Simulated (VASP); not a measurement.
Here is a VASP 6.6.1 calculation.

Contents of INCAR:

```
  ALGO = Normal
  EDIFF = 1E-7
  EDIFFG = -0.002
  ENCUT = 520
  GGA = PS
  IBRION = 2
  ISIF = 2
  ISMEAR = 0
  LASPH = True
  LCHARG = False
  LREAL = False
  LWAVE = False
  NELM = 80
  NSW = 50
  PREC = Accurate
  SIGMA = 0.01
```

Contents of KPOINTS:

```
k-points
0
Gamma
  8 8 6
```

File POSCAR:

```
SiC
1.0
    3.0757714184      0.0000000000      0.0000000000
   -1.5378857092      2.6636961846      0.0000000000
    0.0000000000      0.0000000000      5.0222993595
Si C
2 2
Direct
    0.3333333333      0.6666666667      0.0045933970
    0.6666666667      0.3333333333      0.5045933970
    0.3333333333      0.6666666667      0.3804066030
    0.6666666667      0.3333333333      0.8804066030
```

Potentials or basis: VASP PAW PBE potentials, release 64 (Si, C).

Command:

```console
$ cat potpaw_PBE.64/Si/POTCAR potpaw_PBE.64/C/POTCAR > POTCAR
$ mpirun -np 1 vasp_std > vasp.out
```

Problem. What does it give for the energy gained by relaxing?

Solution. 0.0 meV/atom.

Problem. What does it give for the band gap on the k mesh?

Solution. 2.40 eV, indirect (least direct gap 3.82 eV).

Stress tensor (GPa, compression positive):
```
0.70 0.00 0.00
0.00 0.70 0.00
0.00 0.00 3.13
```

Caveat: the cell differs from its parent crystal (z stretched by -0.5 %, x and y held); the PAW data sets were made with another functional, which shifts forces and pressure a little. A k mesh can miss the band edges.
